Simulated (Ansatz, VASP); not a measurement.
## Te in VASP and in Ansatz

```
CELL_PARAMETERS angstrom
-3.97982 3.97982 3.18855
3.97982 -3.97982 3.18855
3.97982 3.97982 -3.18855
ATOMIC_POSITIONS crystal
Te 0.00000 0.00000 0.00000
Te 0.75000 0.25000 0.50000
Te 0.37500 0.62500 0.75000
Te 0.37500 0.12500 0.75000
Te 0.37500 0.62500 0.25000
Te 0.87500 0.62500 0.25000
```

Alike in both runs: functional PBE; k mesh 8 × 8 × 8; occupations gaussian, width 0.1 eV; no spin polarisation.

Ansatz relaxed the structure, and its values are those at the end. VASP's run is a single point on that final structure, the one shown.

|  | VASP | Ansatz |
| --- | --- | --- |
| version | VASP 6.6.1 | Ansatz 0.2.0 |
| potentials or method | VASP PAW PBE potentials, release 64 (Te), cutoff 520 eV | scalar-relativistic, plane waves, PAW |
| valence electrons in the cell | 36 | 96 |

|  | VASP | Ansatz | Ansatz less VASP |
| --- | --- | --- | --- |
| gap on the k mesh at the Fermi level (eV) | none | none | - |
| pressure (GPa) | 0.0 | 0.0 | +0.04 |

A gap of «none» marks a metal or a gap that the smearing closes. With one functional, cell and mesh, what is left measures potentials, basis and numerics. VASP's potentials hold 36 valence electrons a cell and Ansatz's 96, so a difference there can come from the potentials and not from the codes.

Neither program's run includes spin-orbit coupling.
